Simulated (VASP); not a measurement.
Write the native input for VASP 6.6.1 that does the following.

* Task: relaxation of cell and atoms
* Functional: PBEsol
* Potentials or basis: VASP PAW PBE potentials, release 64 (W_sv, C)
* Cutoff: 600 eV
* k mesh: 18 × 18 × 14
* Occupations: gaussian, width 0.1 eV
* Spin: no spin polarisation
* Dipole correction: no
* Further INCAR settings: ALGO = Normal; EDIFF = 1e-06; IBRION = 2; EDIFFG = -0.005; NSW = 70; ISIF = 3

The structure of WC lies in POSCAR:

```
WC
1.0
    2.9216789062      0.0000000000      0.0000000000
   -1.4608394531      2.5302481545      0.0000000000
    0.0000000000      0.0000000000      2.8470525963
W C
1 1
Direct
    0.0000000000      0.0000000000      0.0000000000
    0.6666666667      0.3333333333      0.5000000000
```

These files were run (other wordings do the same):

INCAR

```
  ALGO = Normal
  EDIFF = 1E-6
  EDIFFG = -0.005
  ENCUT = 600
  GGA = PS
  IBRION = 2
  ISIF = 3
  ISMEAR = 0
  LASPH = T
  LCHARG = F
  LREAL = F
  LWAVE = F
  NELM = 100
  NSW = 70
  PREC = Accurate
  SIGMA = 0.1
```

KPOINTS

```
k-points
0
Gamma
  18 18 14
```

Potentials or basis: VASP PAW PBE potentials, release 64 (W_sv, C).

Command:

```sh
$ cat potpaw_PBE.64/W_sv/POTCAR potpaw_PBE.64/C/POTCAR > POTCAR
$ mpirun -np 1 vasp_std > vasp.out
```

Results of the run:

```json
{
 "Relaxed volume": "10.32 Å³/atom",
 "Relaxed cell": "a = 2.901 Å, b = 2.901 Å, c = 2.831 Å, α = 90.00°, β = 90.00°, γ = 120.00°",
 "Space group after relaxing (to 0.05 Å)": "P-6m2 (No. 187)",
 "Energy gained by relaxing": "5.1 meV/atom",
 "Ionic steps": "12",
 "Pressure after relaxing": "0.0 GPa",
 "Band gap on the k mesh": "zero (band 9 reaches 11.65 eV, above the bottom of band 10 at 10.41 eV)"
}
```

Caveat: the PAW data sets were made with another functional, which shifts forces and pressure a little; spin-orbit coupling is left out, which moves the levels of the heavy elements.

Wall time 2.8 min on 1 thread of Intel(R) Xeon(R) Platinum 8559C (Emerald Rapids), on a shared host, peak memory 0.25 GiB.
